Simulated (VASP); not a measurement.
Set up this calculation in VASP 6.6.1, as the native input.

```
Task                   : single point
Functional             : LDA
Potentials or basis    : VASP PAW LDA potentials, release 64 (W_sv, S)
Cutoff                 : 520 eV
k mesh                 : 9 × 9 × 9
Occupations            : fermi-dirac, width 0.05 eV
Spin                   : no spin polarisation
Hubbard terms          : W d U = 1.0 eV
Dipole correction      : no
Further INCAR settings : ALGO = Normal; EDIFF = 1e-07; NBANDS = 17
```

The structure of WS lies in POSCAR:

```
WS
1.0
    3.0078900000      0.0000000000      0.0000000000
    0.0000000000      3.0078900000      0.0000000000
    0.0000000000      0.0000000000      3.0078900000
W S
1 1
Direct
    0.5000000000      0.5000000000      0.5000000000
    0.0000000000      0.0000000000      0.0000000000
```

These files were run (other wordings do the same):

INCAR

```
SYSTEM = WS
  PREC = Accurate
  ENCUT = 520
  EDIFF = 1E-7
  ISMEAR = -1
  SIGMA = 0.05
  LREAL = .FALSE.
  LASPH = .TRUE.
  NELM = 150
  ALGO = Normal
  ISIF = 2
  LWAVE = .FALSE.
  LCHARG = .FALSE.
  LMAXMIX = 4
  LDAU = .TRUE.
  LDAUTYPE = 2
  LDAUL = 2 -1
  LDAUU = 1 0
  LDAUJ = 0 0
  LDAUPRINT = 1
  GGA = CA
  NBANDS = 17
```

KPOINTS

```
Automatic mesh
0
G
  9 9 9
  0 0 0
```

Potentials or basis: VASP PAW LDA potentials, release 64 (W_sv, S).

Launch:

```bash
$ cat potpaw_LDA.64/W_sv/POTCAR potpaw_LDA.64/S/POTCAR > POTCAR
$ mpirun -np 1 vasp_std > vasp.out
```

Results of the run:

| Property | Result |
| --- | --- |
| Pressure | -9.0 GPa |
| Band gap on the k mesh | zero (band 10 reaches 14.38 eV, above the bottom of band 11 at 11.89 eV) |

Caveat: spin-orbit coupling is left out, which moves the levels of the heavy elements; U without spin polarisation on a metal has little footing.

Run time: 7.6 s on 1 thread of Intel Xeon 6975P-C, with other jobs on the host, peak memory 0.14 GiB.
